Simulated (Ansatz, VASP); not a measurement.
MgO: VASP beside Ansatz

```xyz
4
Lattice="3.4864 0.0000 0.0000 -1.7432 3.0193 0.0000 0.0000 0.0000 4.1780" Properties=species:S:1:pos:R:3 pbc="T T T"
Mg    1.7432    1.0064    3.1335
Mg    0.0000    2.0129    1.0445
O     1.5182    1.0064    0.5945
O     0.0000    2.0129    3.1335
```

Alike in both runs: task single point; functional PBE; k mesh 6 × 6 × 6; occupations gaussian, width 0.05 eV; no spin polarisation.

|  | VASP | Ansatz |
| --- | --- | --- |
| version | VASP 6.6.1 | Ansatz 0.2.0 |
| potentials or method | VASP PAW PBE potentials, release 64 (Mg, O), cutoff 520 eV | scalar-relativistic, plane waves, PAW |
| valence electrons in the cell | 16 | 32 |

Ansatz gave:

* gap on the k mesh at the Fermi level (eV): 3.17
* least direct gap on the mesh (eV): 3.25
* pressure (GPa): 18.7
* traceless stress, the component that is largest in VASP (GPa): 22.13
* rms of the force components (eV/Å): 3.136

Q: Which values does VASP return?

A: gap on the k mesh at the Fermi level (eV): 3.15; least direct gap on the mesh (eV): 3.24; pressure (GPa): 18.7; traceless stress, the component that is largest in VASP (GPa): 22.74; rms of the force components (eV/Å): 3.216.

Atom by atom the forces differ by 0.084 eV/Å (rms over components). VASP's potentials hold 16 valence electrons a cell and Ansatz's 32, so a difference there can come from the potentials and not from the codes.
